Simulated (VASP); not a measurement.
# BaNaBr3 (P4/mmm) in VASP: further runs, part 2 of 2

VASP 6.6.1.

### 3 Single point, r2SCAN (uniaxial x strain +2.5%)

Contents of POSCAR:

```
BaNaBr3
1.0
    6.4170860796      0.0000000000      0.0000000000
    0.0000000000      6.2605717850      0.0000000000
    0.0000000000      0.0000000000      6.2605717850
Na Ba Br
1 1 3
Direct
    0.0000000000      0.0000000000      0.0000000000
    0.5000000000      0.5000000000      0.5000000000
    0.5000000000      0.5000000000      0.0000000000
    0.5000000000      0.0000000000      0.5000000000
    0.0000000000      0.5000000000      0.5000000000
```

Contents of INCAR.step1:

```
SYSTEM = BaNaBr3
PREC = Accurate
ENCUT = 520
ISMEAR = 0
SIGMA = 0.01
LREAL = .False.
LASPH = .True.
NELM = 100
NBANDS = 27
GGA = PE
ALGO = Normal
EDIFF = 1E-4
LWAVE = .True.
LCHARG = .False.
```

Contents of INCAR.step2:

```
SYSTEM = BaNaBr3
PREC = Accurate
ENCUT = 520
EDIFF = 1E-6
ISMEAR = 0
SIGMA = 0.01
LREAL = .False.
LASPH = .True.
NELM = 100
ALGO = Normal
ISIF = 2
LWAVE = .False.
LCHARG = .True.
METAGGA = R2SCAN
LMIXTAU = .True.
LELF = .True.
LVHAR = .True.
NBANDS = 27
ISTART = 1
```

Contents of KPOINTS:

```
regular mesh
0
Gamma
  4 4 4
  0 0 0
```

Potentials or basis: VASP PAW PBE potentials, release 64 (Na_pv, Ba_sv, Br).

Run with:

```
$ cat potpaw_PBE.64/Na_pv/POTCAR potpaw_PBE.64/Ba_sv/POTCAR potpaw_PBE.64/Br/POTCAR > POTCAR
$ cp INCAR.step1 INCAR
$ mpirun -np 1 vasp_std > vasp.out
$ cp INCAR.step2 INCAR
$ mpirun -np 1 vasp_std > vasp.out
```

OUTCAR:

```text
SYSTEM = BaNaBr3
   PREC = Accurate
   ENCUT = 520
   EDIFF = 1E-6
   ISMEAR = 0
   LREAL = .False.
   LASPH = .True.
   NELM = 100
   ISIF = 2
   METAGGA = R2SCAN
   ISTART = 1

 ion  position               nearest neighbor table
   1  0.000  0.000  0.000-
   2  0.500  0.500  0.500-   3 3.13   4 3.13   3 3.13   4 3.13   5 3.21   5 3.21
   3  0.500  0.500  0.000-   2 3.13   2 3.13
   4  0.500  0.000  0.500-   2 3.13   2 3.13
   5  0.000  0.500  0.500-   2 3.21   2 3.21

  LATTYP: Found a simple tetragonal cell.
 ALAT       =     6.2605717850
 C/A-ratio  =     1.0250000000

  Lattice vectors:

 A1 = (   0.0000000000,   6.2605717850,   0.0000000000)
 A2 = (   0.0000000000,   0.0000000000,   6.2605717850)
 A3 = (   6.4170860796,   0.0000000000,   0.0000000000)

Analysis of symmetry for initial positions (statically):
=====================================================================
 Subroutine PRICEL returns:
 Original cell was already a primitive cell.

 Routine SETGRP: Setting up the symmetry group for a
 simple tetragonal supercell.

 Subroutine GETGRP returns: Found 16 space group operations
 (whereof 16 operations were pure point group operations)
 out of a pool of 16 trial point group operations.

The static configuration has the point symmetry D_4h.

Analysis of symmetry for dynamics (positions and initial velocities):
=====================================================================
 Subroutine PRICEL returns:
 Original cell was already a primitive cell.

 Routine SETGRP: Setting up the symmetry group for a
 simple tetragonal supercell.

 Subroutine GETGRP returns: Found 16 space group operations
 (whereof 16 operations were pure point group operations)
 out of a pool of 16 trial point group operations.

The dynamic configuration has the point symmetry D_4h.

 Subroutine INISYM returns: Found 16 space group operations
 (whereof 16 operations are pure point group operations),
 and found     1 'primitive' translations

----------------------------------------------------------------------------------------

                                     Primitive cell

  volume of cell :     251.5161

  direct lattice vectors                    reciprocal lattice vectors
     6.417086080  0.000000000  0.000000000     0.155833970  0.000000000  0.000000000
     0.000000000  6.260571785  0.000000000     0.000000000  0.159729819  0.000000000
     0.000000000  0.000000000  6.260571785     0.000000000  0.000000000  0.159729819

  length of vectors
     6.417086080  6.260571785  6.260571785     0.155833970  0.159729819  0.159729819

  position of ions in fractional coordinates (direct lattice)
     0.000000000  0.000000000  0.000000000
     0.500000000  0.500000000  0.500000000
     0.500000000  0.500000000  0.000000000
     0.500000000  0.000000000  0.500000000
     0.000000000  0.500000000  0.500000000

  ion indices of the primitive-cell ions
   primitive index   ion index
                 1           1
                 2           2
                 3           3
                 4           4
                 5           5

----------------------------------------------------------------------------------------

 KPOINTS: regular mesh

[... 22 lines left out ...]
 Following reciprocal coordinates:
            Coordinates               Weight
  0.000000  0.000000  0.000000      1.000000
  0.250000  0.000000  0.000000      2.000000
  0.500000  0.000000  0.000000      1.000000
  0.000000  0.250000  0.000000      4.000000
  0.250000  0.250000  0.000000      8.000000
  0.500000  0.250000  0.000000      4.000000
[... 10 lines left out ...]
  0.250000  0.500000  0.500000      2.000000
  0.500000  0.500000  0.500000      1.000000
   k-points           NKPTS =     18   k-points in BZ     NKDIM =     18   number of bands    NBANDS=     27
   number of dos      NEDOS =    301   number of ions     NIONS =      5
   total plane-waves  NPLWV = 110592
   dimension x,y,z NGX =    48 NGY =   48 NGZ =   48
   dimension x,y,z NGXF=    96 NGYF=   96 NGZF=   96
   ions per type =               1   1   3
   NGX,Y,Z   is equivalent  to a cutoff of  12.44, 12.75, 12.75 a.u.
   NGXF,Y,Z  is equivalent  to a cutoff of  24.87, 25.49, 25.49 a.u.
 SYSTEM =  BaNaBr3
   PREC   = accura    normal or accurate (medium, high low for compatibility)
   ISTART =      1    job   : 0-new  1-cont  2-samecut
   ICHARG =      0    charge: 1-file 2-atom 10-const
   ISPIN  =      1    spin polarized calculation?
   LNONCOLLINEAR =      F non collinear calculations
   LSORBIT =      F    spin-orbit coupling
   LASPH  =      T    aspherical Exc in radial PAW
   ENCUT  =  520.0 eV  38.22 Ry    6.18 a.u.  11.93 11.64 11.64*2*pi/ulx,y,z
   NELM   =    100;   NELMIN=  2; NELMDL=  0     # of ELM steps
   EDIFF  = 0.1E-05   stopping-criterion for ELM
   LREAL  =      F    real-space projection
   EDIFFG = 0.1E-04   stopping-criterion for IOM
   NSW    =      0    number of steps for IOM
   IBRION =     -1    ionic relax: 0-MD 1-quasi-New 2-CG
   NFREE  =      0    steps in history (QN), initial steepest desc. (CG)
   ISIF   =      2    stress and relaxation
   ISYM   =      2    0-nonsym 1-usesym 2-fastsym
   POTIM  = 0.5000    time-step for ionic-motion
   TEBEG  =    0.0;   TEEND  =   0.0 temperature during run
   PSTRESS=    0.0 pullay stress
   NELECT =      38.0000    total number of electrons
   NUPDOWN=      -1.0000    fix difference up-down
   EMIN   =  10.00;   EMAX   =-10.00  energy-range for DOS
   EFERMI =   0.00;   METHOD = LEGACY
   ISMEAR =     0;   SIGMA  =   0.01  broadening in eV -4-tet -1-fermi 0-gaus
   EFERMI_NEDOS =   21; number of points for ismear=-14 and -15
   IALGO  =     38    algorithm
   IMIX   =      4    mixing-type and parameters
     AMIX     =   0.40;   BMIX     =  1.00
     AMIX_MAG =   1.60;   BMIX_MAG =  1.00
  volume/ion in A,a.u.               =      50.30       339.46
  Fermi-wavevector in a.u.,A,eV,Ry     =   0.871928  1.647705 10.343950  0.760259
  Thomas-Fermi vector in A             =   1.991105
   LORBIT       =      0    0 simple, 1 ext, 2 COOP (PROOUT), +10 PAW based schemes
   METAGGA = R2SCAN    functional components
   LHFCALC =     F    Hartree Fock is set to
   AEXX    =    0.0000 exact exchange contribution
   IVDW    =     0    specifies the selected vdW correction
   LEPSILON=     F    determine dielectric tensor
   LRPA    =     F    only Hartree local field effects (RPA)
 non-spin polarized calculation
 Gauss-broadening in eV      SIGMA  =   0.01
  energy-cutoff  :      520.00
  volume of cell :      251.52
 maximum number of plane-waves:      6824
 NGX is ok and might be reduce to    48
   NGX = 23   NGY = 23   NGZ = 23

 number of electron      38.0000006 magnetization

 Free energy of the ion-electron system (eV)
  ---------------------------------------------------
  ext. energy  EPLUGINS =         0.00000000
  ---------------------------------------------------
  free energy    TOTEN  =       -79.13341360 eV

  energy without entropy =      -79.13341360  energy(sigma->0) =      -79.13341360

 E-fermi :  -2.3599     XC(G=0):  -6.4010

 val. band max:       -2.4953927489   @ k =   0.5000   0.5000   0.5000
 cond. band min:       1.1200839240   @ k =   0.0000   0.0000   0.0000
 fundamental gap:      3.6154766729
 Fermi energy:        -2.3598760955

 k-point     1 :       0.0000    0.0000    0.0000
  band No.  band energies     occupation
      1     -28.5849      2.00000
      2     -27.7165      2.00000
      3     -27.7156      2.00000
      4     -27.7156      2.00000
      5     -15.3973      2.00000
      6     -15.3377      2.00000
[... 529 lines left out ...]
     26       5.0990      0.00000
     27       5.3184      0.00000

------------------------ aborting loop because EDIFF is reached ----------------------------------------

  FORCE on cell =-STRESS in cart. coord.  units (eV):
  Direction    XX          YY          ZZ          XY          YZ          ZX
  --------------------------------------------------------------------------------------
  -------------------------------------------------------------------------------------
  Total       -1.0809122      0.2267773      0.2267773      0.0000000      0.0000000      0.0000000
  in kB       -6.8854947      1.4445889      1.4445889      0.0000000      0.0000000      0.0000000
  external PRESSURE =      -1.3321056 kB  Pullay stress =       0.0000000 kB

 VOLUME and BASIS-vectors are now :
 -----------------------------------------------------------------------------
  energy-cutoff  :      520.00
  volume of cell :      251.52
      direct lattice vectors                 reciprocal lattice vectors
     6.417086080  0.000000000  0.000000000     0.155833970  0.000000000  0.000000000
     0.000000000  6.260571785  0.000000000     0.000000000  0.159729819  0.000000000
     0.000000000  0.000000000  6.260571785     0.000000000  0.000000000  0.159729819

 POSITION                                       TOTAL-FORCE (eV/Angst)
 -----------------------------------------------------------------------------------
      0.00000      0.00000      0.00000         0.000000      0.000000      0.000000
      3.20854      3.13029      3.13029         0.000000      0.000000      0.000000
      3.20854      3.13029      0.00000         0.000000      0.000000      0.000000
      3.20854      0.00000      3.13029         0.000000      0.000000      0.000000
      0.00000      3.13029      3.13029         0.000000      0.000000      0.000000
 -----------------------------------------------------------------------------------
    total drift:                                0.000000     -0.000000     -0.000000

  FREE ENERGIE OF THE ION-ELECTRON SYSTEM (eV)
  ---------------------------------------------------
  free  energy   TOTEN  =       -79.1334135986 eV

  energy  without entropy=      -79.1334135986  energy(sigma->0) =      -79.13341360
```

Wall time 6.7 min (1 thread of Oxide Virtual Turin-like, shared host); peak memory 0.4 GiB.

Results:

| Quantity | Value |
| --- | --- |
| Free energy | -79.1334 eV |
| Pressure | -0.1 GPa |
| Band gap on the k mesh | 3.62 eV, indirect (least direct gap 3.76 eV) |

Caveat: the cell differs from its parent crystal (uniaxial x strain +2.5%); the PAW data sets were made with another functional, which shifts forces and pressure a little; spin-orbit coupling is left out, which moves the levels of the heavy elements. A k mesh can miss the band edges.

### 4 Single point, r2SCAN (epitaxial xy strain +2.0%)

POSCAR: that of step 3 with these lines changed.

```diff
@@ -2,5 +2,5 @@
 1.0
-    6.4170860796      0.0000000000      0.0000000000
-    0.0000000000      6.2605717850      0.0000000000
-    0.0000000000      0.0000000000      6.2605717850
+    6.3857832207      0.0000000000      0.0000000000
+    0.0000000000      6.3857832207      0.0000000000
+    0.0000000000      0.0000000000      6.2383428512
 Na Ba Br
```

INCAR.step1: that of step 3 with these lines changed.

```diff
@@ -7,3 +7,3 @@
 LASPH = .True.
-NELM = 100
+NELM = 60
 NBANDS = 27
```

INCAR.step2: that of step 3 with these lines changed.

```diff
@@ -8,3 +8,3 @@
 LASPH = .True.
-NELM = 100
+NELM = 60
 ALGO = Normal
```

KPOINTS is that of step 3.

Run with:

```
$ cat potpaw_PBE.64/Na_pv/POTCAR potpaw_PBE.64/Ba_sv/POTCAR potpaw_PBE.64/Br/POTCAR > POTCAR
$ cp INCAR.step1 INCAR
$ mpirun -np 1 vasp_std > vasp.out
$ cp INCAR.step2 INCAR
$ mpirun -np 1 vasp_std > vasp.out
```

It took 10 min on 1 thread of Oxide Virtual Turin-like, shared host; peak memory 0.41 GiB.

It converged, with:

| Quantity | Value |
| --- | --- |
| Free energy | -79.1302 eV |
| Pressure | -0.3 GPa |
| Band gap on the k mesh | 3.62 eV, indirect (least direct gap 3.76 eV) |

Stress tensor (GPa, compression positive):
```
-0.57  0.00  0.00
 0.00 -0.57  0.00
 0.00  0.00  0.24
```

Levels at points of the mesh, in eV from the valence-band top:
```csv
k point,band 17,band 18,band 19,band 20,band 21,band 22
"(0.00, 0.00, 0.00)",-0.17,-0.17,-0.14,3.62,5.62,5.62
"(0.50, 0.00, 0.00)",-0.39,-0.21,-0.18,4.63,5.50,5.70
"(0.50, 0.50, 0.00)",-0.50,-0.33,-0.01,4.93,6.41,6.41
"(0.00, 0.00, 0.50)",-0.37,-0.20,-0.20,4.70,5.46,5.72
"(0.50, 0.00, 0.50)",-0.48,-0.38,0.00,4.93,6.43,6.47
"(0.50, 0.50, 0.50)",-0.01,0.00,0.00,4.49,7.27,7.35
```

Caveat: the cell differs from its parent crystal (epitaxial xy strain +2.0%); the PAW data sets were made with another functional, which shifts forces and pressure a little; spin-orbit coupling is left out, which moves the levels of the heavy elements.

### 5 Overview

| level | cell | smearing | gap on the mesh (eV) | pressure (GPa) |
| --- | --- | --- | --- | --- |
| PBE | a = 6.448, b = 6.448, c = 6.227 Å, 5 atoms | fermi-dirac 0.02 eV | 2.82 | -0.4 |
| r2SCAN | a = 6.417, b = 6.261, c = 6.261 Å, 5 atoms | gaussian 0.01 eV | 3.62 | -0.1 |
| r2SCAN | a = 6.386, b = 6.386, c = 6.238 Å, 5 atoms | gaussian 0.01 eV | 3.62 | -0.3 |

Alike in all rows: task single point; potentials or basis VASP PAW PBE potentials, release 64 (Na_pv, Ba_sv, Br); no spin polarisation; k mesh 4 × 4 × 4; cutoff (eV) 520.

Caveats: spin-orbit coupling is left out, which moves the levels of the heavy elements; the PAW data sets were made with another functional, which shifts forces and pressure a little (some runs).

Absolute energies hang on the potentials; compare differences alone.
